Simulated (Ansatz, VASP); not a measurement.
This is a calculation of TePb for VASP 6.6.1.

File INCAR:

```
PREC     = Accurate       # precision mode
ENCUT    = 520            # plane-wave cutoff, eV
EDIFF    = 1E-6           # SCF threshold, eV
ISMEAR   = 0              # smearing method
SIGMA    = 0.019000000000000003 # smearing width, eV
LREAL    = F              # projectors in reciprocal space
LASPH    = T              # aspherical terms in the spheres
NELM     = 80             # most SCF steps
ALGO     = Normal         # electronic algorithm
ISIF     = 2              # what is computed and relaxed
LWAVE    = F              # write WAVECAR
LCHARG   = T              # write CHGCAR
GGA      = PE             # functional
LELF     = T              # ELF
LVHAR    = T            
NBANDS   = 17             # bands
```

File KPOINTS:

```
regular mesh
0
Gamma
  7 7 7
```

The input POSCAR:

```
TePb
1.0
    4.0022870000      0.0000000000      0.0000000000
    0.0000000000      4.0022870000      0.0000000000
    0.0000000000      0.0000000000      4.0022870000
Pb Te
1 1
Direct
    0.0000000000      0.0000000000      0.0000000000
    0.5000000000      0.5000000000      0.5000000000
```

Potentials or basis: VASP PAW PBE potentials, release 64 (Pb_d, Te).

Run with:

```bash
$ cat potpaw_PBE.64/Pb_d/POTCAR potpaw_PBE.64/Te/POTCAR > POTCAR
$ mpirun -np 1 vasp_std > vasp.out
```

Q: Translate it to Ansatz 0.2.0. Potentials there: Ansatz PAW.

A: As run (the cutoff follows the program's own potentials):

Contents of input.yaml:

```yaml
crystal:
  lattice:
    - [4.002287, 0.0, 0.0]
    - [0.0, 4.002287, 0.0]
    - [0.0, 0.0, 4.002287]
  atoms:
    - { symbol: Pb, position: [0.0, 0.0, 0.0] }
    - { symbol: Te, position: [0.5, 0.5, 0.5] }
hamiltonian:
  xc: pbe
  pseudopotentials: { kind: paw }
kpoints:
  mp_grid: { grid: [7, 7, 7] }
scf:
  occupations: { method: gaussian, width: 0.019 }
output:
  forces: true
  stress: true
  eigenvalues: true
```

Potentials or basis: Ansatz PAW.

Launch:

```bash
$ ansatz run input.yaml --threads 2 --pin off --max-ram 5632MiB --backend cpu --events-out ev --progress --plain --runs-dir out
```

Both were run:

|  | VASP | Ansatz | Ansatz less VASP |
| --- | --- | --- | --- |
| gap on the k mesh at the Fermi level (eV) | none | none | - |
| pressure (GPa) | 0.0 | 0.1 | +0.06 |

A gap of «none» marks a metal or a gap that the smearing closes. The functional is the same, so the differences come from potentials, cutoffs and numerics. VASP's potentials hold 20 valence electrons a cell and Ansatz's 30, so a difference there can come from the potentials and not from the codes.

Spin-orbit coupling is off throughout.
